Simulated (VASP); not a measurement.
Bi:

```xyz
3
Lattice="-3.0719 3.0719 3.0719 3.0719 -3.0719 3.0719 3.0719 3.0719 -3.0719" Properties=species:S:1:pos:R:3 pbc="T T T"
Bi    3.0719    0.0000    0.0000
Bi    0.0000    3.0719    0.0000
Bi    0.0000    0.0000    3.0719
```

The cell was built from a structure type or drawn by symmetry, and may not be a known phase.

```yaml
Program: VASP 6.6.1
Task: relaxation of cell and atoms
Functional: PBE
Potentials_or_basis: VASP PAW PBE potentials, release 64 (Bi_d)
Cutoff: 600 eV
k_mesh: 4 × 4 × 4
Occupations: gaussian, width 0.1 eV
Spin: no spin polarisation
```

At the start: pressure 2.2 GPa; volume 38.65 Å³/atom.

**Question.** How do energy, volume and symmetry change on relaxing?

**Answer.** Over 3 steps the energy falls by 14.7 meV/atom and the volume is 40.92 Å³/atom (+5.9 %); space group Im-3m (No. 229, to 0.1 Å) before and after.

Step by step:
```
step  energy change (eV)  largest force (eV/Å)  pressure (GPa)  volume (Å³)
   1              0.0000                0.0000            2.18       115.96
   2             -0.0399                0.0000           -0.59       125.03
   3             -0.0442                0.0000            0.01       122.76
```

Final structure:
```
Bi
1.0
    -3.13085    3.13085    3.13085
     3.13085   -3.13085    3.13085
     3.13085    3.13085   -3.13085
Bi
3
Cartesian
  3.1309 0.0000 0.0000
  0.0000 3.1309 0.0000
  0.0000 0.0000 3.1309
```

Caveat: the k points lie up to 0.35 Å⁻¹ apart in the final cell, too coarse for converged energies and pressures of a metal.
